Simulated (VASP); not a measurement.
# Zn11Cd5O16 (P1) in VASP: single point with PBEsol

Aim: the single point of Zn11Cd5O16 with PBEsol.

Everything below comes from runs of VASP 6.6.1. Logs are shortened: lines on timing, memory, paths and dates and some standing lists are left out, and cuts for length are marked.

## 1. The cell of the first run

The typed cell holds 192 atoms: a = 13.345 Å, b = 17.377 Å, c = 10.742 Å, α = 90.00°, β = 90.00°, γ = 90.00°.

## 2. Single point, PBEsol

INCAR reads:

```
SYSTEM = Zn11Cd5O16
PREC = Accurate ; ENCUT = 520
EDIFF = 1E-6 ; ISMEAR = -1
SIGMA = 0.05 ; LREAL = Auto
LASPH = .TRUE. ; NELM = 60
ALGO = Normal ; ISIF = 2
LWAVE = .FALSE. ; LCHARG = .FALSE.
GGA = PS ; NBANDS = 966
NCORE = 2
```

KPOINTS reads:

```
Automatic mesh
0
Gamma
  1 1 1
  0.5 0.5 0.5
```

POSCAR reads:

```
Zn11Cd5O16
1.0
   13.3451469922      0.0000000000      0.0000000000
    0.0000000000     17.3771041714      0.0000000000
    0.0000000000      0.0000000000     10.7423076055
Zn Cd O
66 30 96
Direct
    0.1252130000      0.0490280000      0.2619360000
    0.9952240000      0.2235660000      0.7406460000
    0.3764330000      0.0490040000      0.7490930000
    0.2479550000      0.2210010000      0.7442790000
    0.1172460000      0.3950480000      0.2551640000
    0.1215360000      0.3884460000      0.7473950000
[... 184 lines left out ...]
    0.7527840000      0.8993250000      0.4281450000
    0.7464900000      0.8866540000      0.9361870000
```

Potentials or basis: VASP PAW PBE potentials, release 64 (Zn, Cd, O).

Run with:

```sh
> cat potpaw_PBE.64/Zn/POTCAR potpaw_PBE.64/Cd/POTCAR potpaw_PBE.64/O/POTCAR > POTCAR
> mpirun -np 8 vasp_std > vasp.out
```

OUTCAR:

```text
SYSTEM = Zn11Cd5O16
   PREC = Accurate
   ENCUT = 520
   EDIFF = 1E-6
   ISMEAR = -1
   LREAL = Auto
   LASPH = .TRUE.
   NELM = 60
   ISIF = 2
   GGA = PS

 ion  position               nearest neighbor table
   1  0.125  0.049  0.262-  99 1.94  97 1.95 125 1.98 145 2.02  76 3.27  69 3.36  70 3.42
   2  0.995  0.224  0.741- 148 1.96  98 1.97 128 2.00 102 2.00  85 3.34  93 3.37
   3  0.376  0.049  0.749- 106 1.96 100 1.99 150 1.99 136 2.00  84 3.28  87 3.34  67 3.39  72 3.40

   4  0.248  0.221  0.744- 108 1.96 152 1.98 100 1.98 102 2.01  85 3.27  88 3.28  84 3.38  67 3.38
[... 51 lines left out ...]
  42  1.000  0.778  0.510- 165 1.97 189 1.98 167 1.99 114 2.00  96 3.31  75 3.34  76 3.38
  43  0.751  0.112  0.502- 157 1.98 169 1.99 171 2.00 116 2.00  77 3.22  87 3.33
  44  0.632  0.281  0.491- 118 1.95 159 1.96 171 2.00 173 2.01  78 3.29
  45  0.628  0.278  0.003- 174 1.95 172 1.95 117 1.98 160 2.00  71 3.10  93 3.22  72 3.29  91 3.31
                            92 3.37  78 3.39
  46  0.503  0.446  0.502- 161 1.96 120 1.99 175 1.99 173 2.01  80 3.27  78 3.28  79 3.32  73 3.34
                            88 3.38
  47  0.370  0.613  0.500- 177 1.97 122 1.97 175 2.01 163 2.01  74 3.25  80 3.29  79 3.29  94 3.36

  48  0.374  0.619  0.002- 164 1.94 176 1.96 178 1.99 121 1.99  81 3.20  79 3.37  80 3.41
  49  0.247  0.780  0.509- 177 1.96 165 1.97 124 1.98 179 2.01  75 3.34  94 3.35
  50  0.251  0.779  0.991- 123 1.97 166 1.97 180 1.98 178 1.99  81 3.29  90 3.35
  51  0.126  0.939  0.499- 126 1.97 167 1.99 179 2.01 145 2.01  67 3.25  76 3.29
  52  0.129  0.938  0.002- 146 1.93 180 1.99 168 1.99 125 2.00  90 3.31  76 3.32  83 3.38  84 3.39
[... 31 lines left out ...]
  74  0.245  0.557  0.744- 164 2.17 122 2.17 112 2.17 110 2.18  40 3.24  47 3.25  39 3.25   8 3.29
                            13 3.31  41 3.31   6 3.37  89 3.37  11 3.39  80 3.42
  75  0.123  0.720  0.256- 113 2.15 123 2.16 111 2.17 165 2.18  40 3.20  12 3.24   7 3.30  41 3.32
                            42 3.34  49 3.34  29 3.36  81 3.36  76 3.38  20 3.39  90 3.47
  76  0.997  0.889  0.251- 113 2.15 143 2.17 125 2.19 167 2.20   1 3.27  51 3.29  52 3.32  77 3.32
                            31 3.34  65 3.34  42 3.38  75 3.38  29 3.39  20 3.40  66 3.40  90 3.44
  77  0.868  0.052  0.258- 143 2.16  97 2.17 115 2.17 169 2.18   9 3.18  43 3.22  65 3.25  31 3.27
                            76 3.32  33 3.34  83 3.40  16 3.41  91 3.42  68 3.44
  78  0.634  0.388  0.743- 118 2.17 174 2.17 130 2.18 120 2.18  54 3.25  23 3.27  46 3.28  44 3.29
                            17 3.34  25 3.34  55 3.37  92 3.38  45 3.39  72 3.42  80 3.46
  79  0.503  0.562  0.256- 119 2.16 121 2.17 131 2.18 175 2.21  56 3.20  26 3.28  47 3.29  57 3.31
                            46 3.32  24 3.34  81 3.36  48 3.37  73 3.42  92 3.43
  80  0.501  0.560  0.745- 122 2.16 132 2.18 120 2.18 176 2.21  46 3.27  47 3.29  56 3.29  92 3.32
                            82 3.34  57 3.37  48 3.41  19 3.41  25 3.41  74 3.42  78 3.46
  81  0.375  0.728  0.243- 123 2.16 133 2.17 177 2.18 121 2.18  48 3.20  20 3.22  58 3.24  50 3.29
                            27 3.31  94 3.31  79 3.36  75 3.36
  82  0.628  0.725  0.756- 140 2.17 132 2.18 134 2.18 186 2.18  58 3.26  62 3.27  57 3.27  30 3.30
                            32 3.32  80 3.34  28 3.37  25 3.41  94 3.41  96 3.43
  83  0.998  0.104  1.000- 146 2.15 148 2.16 170 2.17  97 2.19  66 3.32  15 3.37  67 3.37  91 3.37
                            52 3.38  77 3.40  84 3.46  85 3.49  68 3.49  93 3.58
  84  0.257  0.107  0.999- 146 2.14 152 2.16 150 2.17  99 2.18   3 3.28  37 3.29  69 3.32  38 3.36
                            60 3.37   4 3.38  52 3.39  70 3.43  67 3.44  83 3.46  85 3.48
  85  0.125  0.279  0.990- 148 2.16 152 2.16 154 2.16 101 2.17   6 3.23   4 3.27   2 3.34  89 3.35
                            38 3.39  70 3.40  93 3.43  84 3.48  83 3.49  68 3.52
  86  0.998  0.445  0.497- 104 2.17 155 2.18 181 2.18 153 2.20   5 3.17  23 3.28  54 3.29  22 3.29
                             7 3.29   6 3.30  61 3.31  39 3.33  35 3.34  53 3.34   8 3.35  40 3.38
  87  0.502  0.108  0.498- 106 2.17 159 2.17 149 2.18 157 2.18  63 3.29  69 3.32  43 3.33  10 3.33
                             9 3.33   3 3.34  72 3.37  59 3.39  88 3.43  71 3.46
  88  0.374  0.279  0.499- 159 2.16 108 2.17 161 2.17 151 2.19  11 3.24   4 3.28  70 3.29  73 3.32
                            35 3.36  39 3.37  46 3.38  87 3.43  72 3.43  71 3.55
  89  0.249  0.447  0.002- 154 2.16 164 2.16 109 2.18 162 2.18  73 3.29  41 3.30  36 3.35  85 3.35
                            12 3.35  11 3.36   5 3.36  74 3.37   6 3.38  92 3.41
  90  0.000  0.776  0.987- 113 2.16 190 2.17 166 2.17 168 2.18  13 3.22  30 3.23  14 3.25  52 3.31
[... 107 lines left out ...]
 191  0.753  0.899  0.428-  63 1.99  65 1.99  31 2.00  96 2.18
 192  0.746  0.887  0.936-  62 1.98  64 1.99  66 1.99  32 1.99

  LATTYP: Found a simple orthorhombic cell.
 ALAT       =    10.7423076055
 B/A-ratio  =     1.2422979757
 C/A-ratio  =     1.6176323384

  Lattice vectors:

 A1 = (   0.0000000000,   0.0000000000,  10.7423076055)
 A2 = (  13.3451469922,   0.0000000000,   0.0000000000)
 A3 = (   0.0000000000,  17.3771041714,   0.0000000000)

Analysis of symmetry for initial positions (statically):
=====================================================================
 Subroutine PRICEL returns:
 Original cell was already a primitive cell.

 Routine SETGRP: Setting up the symmetry group for a
 simple orthorhombic supercell.

 Subroutine GETGRP returns: Found  1 space group operations
 (whereof  1 operations were pure point group operations)
 out of a pool of  8 trial point group operations.

[... 34 lines left out ...]
  position of ions in fractional coordinates (direct lattice)
     0.125213000  0.049028000  0.261936000
     0.995224000  0.223566000  0.740646000
     0.376433000  0.049004000  0.749093000
     0.247955000  0.221001000  0.744279000
     0.117246000  0.395048000  0.255164000
     0.121536000  0.388446000  0.747395000
[... 99 lines left out ...]
     0.502656000  0.097856000  0.699423000
     0.372845000  0.277009000  0.172150000
   k-points           NKPTS =      1   k-points in BZ     NKDIM =      1   number of bands    NBANDS=    968
   number of dos      NEDOS =    301   number of ions     NIONS =    192
   total plane-waves  NPLWV = ******
   dimension x,y,z NGX =   100 NGY =  140 NGZ =   80
   dimension x,y,z NGXF=   200 NGYF=  280 NGZF=  160
   ions per type =              66  30  96
   NGX,Y,Z   is equivalent  to a cutoff of  12.46, 13.39, 12.38 a.u.
   NGXF,Y,Z  is equivalent  to a cutoff of  24.91, 26.79, 24.76 a.u.
 SYSTEM =  Zn11Cd5O16
   PREC   = accura    normal or accurate (medium, high low for compatibility)
   ISTART =      0    job   : 0-new  1-cont  2-samecut
   ICHARG =      2    charge: 1-file 2-atom 10-const
   ISPIN  =      1    spin polarized calculation?
   LNONCOLLINEAR =      F non collinear calculations
   LSORBIT =      F    spin-orbit coupling
   LASPH  =      T    aspherical Exc in radial PAW
   ENCUT  =  520.0 eV  38.22 Ry    6.18 a.u.  24.81 32.31 19.97*2*pi/ulx,y,z
   NELM   =     60;   NELMIN=  2; NELMDL= -5     # of ELM steps
   EDIFF  = 0.1E-05   stopping-criterion for ELM
   LREAL  =      T    real-space projection
   EDIFFG = 0.1E-04   stopping-criterion for IOM
   NSW    =      0    number of steps for IOM
   IBRION =     -1    ionic relax: 0-MD 1-quasi-New 2-CG
   NFREE  =      0    steps in history (QN), initial steepest desc. (CG)
   ISIF   =      2    stress and relaxation
   ISYM   =      2    0-nonsym 1-usesym 2-fastsym
   POTIM  = 0.5000    time-step for ionic-motion
   TEBEG  =    0.0;   TEEND  =   0.0 temperature during run
   PSTRESS=    0.0 pullay stress
   NELECT =    1728.0000    total number of electrons
   NUPDOWN=      -1.0000    fix difference up-down
   EMIN   =  10.00;   EMAX   =-10.00  energy-range for DOS
   EFERMI =   0.00;   METHOD = LEGACY
   ISMEAR =    -1;   SIGMA  =   0.05  broadening in eV -4-tet -1-fermi 0-gaus
   EFERMI_NEDOS =   21; number of points for ismear=-14 and -15
   IALGO  =     38    algorithm
   IMIX   =      4    mixing-type and parameters
     AMIX     =   0.40;   BMIX     =  1.00
     AMIX_MAG =   1.60;   BMIX_MAG =  1.00
  volume/ion in A,a.u.               =      12.97        87.56
  Fermi-wavevector in a.u.,A,eV,Ry     =   1.449183  2.738559 28.574030  2.100132
  Thomas-Fermi vector in A             =   2.566939
   LORBIT       =      0    0 simple, 1 ext, 2 COOP (PROOUT), +10 PAW based schemes
   GGA     = PS    functional components
   LHFCALC =     F    Hartree Fock is set to
   AEXX    =    0.0000 exact exchange contribution
   IVDW    =     0    specifies the selected vdW correction
   LEPSILON=     F    determine dielectric tensor
   LRPA    =     F    only Hartree local field effects (RPA)
 non-spin polarized calculation
  energy-cutoff  :      520.00
  volume of cell :     2491.14
 maximum number of plane-waves:     67040
 NGX is ok and might be reduce to   100
   NGX = 49   NGY = 65   NGZ = 39

 number of electron    1728.0000060 magnetization

 Free energy of the ion-electron system (eV)
  ---------------------------------------------------
  ext. energy  EPLUGINS =         0.00000000
  ---------------------------------------------------
  free energy    TOTEN  =      -889.12180143 eV

  energy without entropy =     -889.12180141  energy(sigma->0) =     -889.12180142

 E-fermi :   1.7818     XC(G=0): -11.0452

 val. band max:        0.7634637895   @ k =   0.5000   0.5000   0.5000
 cond. band min:       2.7682403985   @ k =   0.5000   0.5000   0.5000
 fundamental gap:      2.0047766090
 Fermi energy:         1.7817839220

 k-point     1 :       0.5000    0.5000    0.5000
  band No.  band energies     occupation
      1     -16.7458      2.00000
      2     -16.7339      2.00000
      3     -16.7164      2.00000
      4     -16.6959      2.00000
      5     -16.6664      2.00000
      6     -16.6363      2.00000
[... 868 lines left out ...]
    875       4.0947      0.00000
    876       4.1797      0.00000
 [bands above 876 left out]

------------------------ aborting loop because EDIFF is reached ----------------------------------------

  FORCE on cell =-STRESS in cart. coord.  units (eV):
  Direction    XX          YY          ZZ          XY          YZ          ZX
  --------------------------------------------------------------------------------------
  -------------------------------------------------------------------------------------
  Total       17.5494430     17.9761177     17.8463789     -0.7246947      0.2761597     -0.7962096
  in kB       11.2869232     11.5613390     11.4778975     -0.4660873      0.1776121     -0.5120822
  external PRESSURE =      11.4420532 kB  Pullay stress =       0.0000000 kB

 VOLUME and BASIS-vectors are now :
 -----------------------------------------------------------------------------
  energy-cutoff  :      520.00
  volume of cell :     2491.14
      direct lattice vectors                 reciprocal lattice vectors
    13.345146992  0.000000000  0.000000000     0.074933607  0.000000000  0.000000000
     0.000000000 17.377104171  0.000000000     0.000000000  0.057546988  0.000000000
     0.000000000  0.000000000 10.742307606     0.000000000  0.000000000  0.093089868

 POSITION                                       TOTAL-FORCE (eV/Angst)
 -----------------------------------------------------------------------------------
      1.67099      0.85196      2.81380        -0.003548     -0.013392      0.017278
     13.28141      3.88493      7.95625         0.002351      0.002953     -0.014250
      5.02355      0.85155      8.04699        -0.012860     -0.003857      0.000222
      3.30900      3.84036      7.99527        -0.018893     -0.002489     -0.015162
      1.56467      6.86479      2.74105        -0.014464      0.015201      0.009196
      1.62192      6.75007      8.02875         0.002487     -0.004570     -0.007052
[... 184 lines left out ...]
     10.04601     15.62766      4.59927         0.006714      0.052226     -0.019568
      9.96202     15.40748     10.05681        -0.005529      0.007415     -0.002779
 -----------------------------------------------------------------------------------
    total drift:                               -0.045953      0.011048     -0.025592

  FREE ENERGIE OF THE ION-ELECTRON SYSTEM (eV)
  ---------------------------------------------------
  free  energy   TOTEN  =      -889.1218014306 eV

  energy  without entropy=     -889.1218014145  energy(sigma->0) =     -889.12180142
```

It took 33 min on 8 MPI ranks of Intel Xeon Platinum 8259CL at 2.50GHz (Skylake/Cascade Lake), shared host; peak memory 0.66 GiB.

What came out:

| Property | Result |
| --- | --- |
| Free energy | -889.1218 eV |
| Pressure | 1.1 GPa |
| Largest force | 0.073 eV/Å |
| Band gap on the k mesh | 2.00 eV |

Caveat: the k points lie up to 0.58 Å⁻¹ apart; the PAW data sets were made with another functional, which shifts forces and pressure a little; a shifted mesh leaves out Γ, where band edges can lie. A k mesh can miss the band edges.
